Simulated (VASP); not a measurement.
Here is a VASP 6.6.1 calculation.

The input POSCAR:

```
Ti3B4
1.0
   -1.5176456750      1.6299117300      6.8626482300
    1.5176456750     -1.6299117300      6.8626482300
    1.5176456750      1.6299117300     -6.8626482300
Ti B
3 4
Direct
    0.1854021400      0.6854021400      0.5000000000
    0.8145978600      0.3145978600      0.5000000000
    0.0000000000      0.0000000000      0.0000000000
    0.3682165000      0.8682165000      0.5000000000
    0.6317835000      0.1317835000      0.5000000000
    0.4356744900      0.4356744900      0.0000000000
    0.5643255100      0.5643255100      0.0000000000
```

INCAR.step1

```
SYSTEM = Ti3B4
PREC = Accurate
ENCUT = 520
ISMEAR = 0
SIGMA = 0.1
LREAL = .FALSE.
LASPH = .TRUE.
NELM = 100
NBANDS = 33
GGA = PE
ALGO = Normal
EDIFF = 1E-4
LWAVE = .TRUE.
LCHARG = .FALSE.
```

INCAR.step2

```
SYSTEM = Ti3B4
PREC = Accurate
ENCUT = 520
EDIFF = 1E-7
ISMEAR = 0
SIGMA = 0.1
LREAL = .FALSE.
LASPH = .TRUE.
NELM = 100
ALGO = Normal
ISIF = 2
LWAVE = .FALSE.
LCHARG = .TRUE.
METAGGA = R2SCAN
LMIXTAU = .TRUE.
LELF = .TRUE.
LVHAR = .TRUE.
NBANDS = 33
ISTART = 1
```

The input KPOINTS:

```
Automatic mesh
0
G
  8 8 8
  0 0 0
```

Potentials or basis: VASP PAW PBE potentials, release 64 (Ti_sv, B).

Run with:

```console
$ cat potpaw_PBE.64/Ti_sv/POTCAR potpaw_PBE.64/B/POTCAR > POTCAR
$ cp INCAR.step1 INCAR
$ mpirun -np 1 vasp_std > vasp.out
$ cp INCAR.step2 INCAR
$ mpirun -np 1 vasp_std > vasp.out
```

Problem. What does it give for the largest force?

Solution. 0.042 eV/Å.

Problem. Estimate the band gap on the k mesh.

Solution. Zero (bands 24 and 25 overlap by 1.60 eV).

Problem. Estimate the pressure.

Solution. 0.2 GPa.

Stress tensor (GPa, compression positive):
```
0.08 0.00 0.00
0.00 0.18 0.00
0.00 0.00 0.26
```

Caveat: the PAW data sets were made with another functional, which shifts forces and pressure a little.
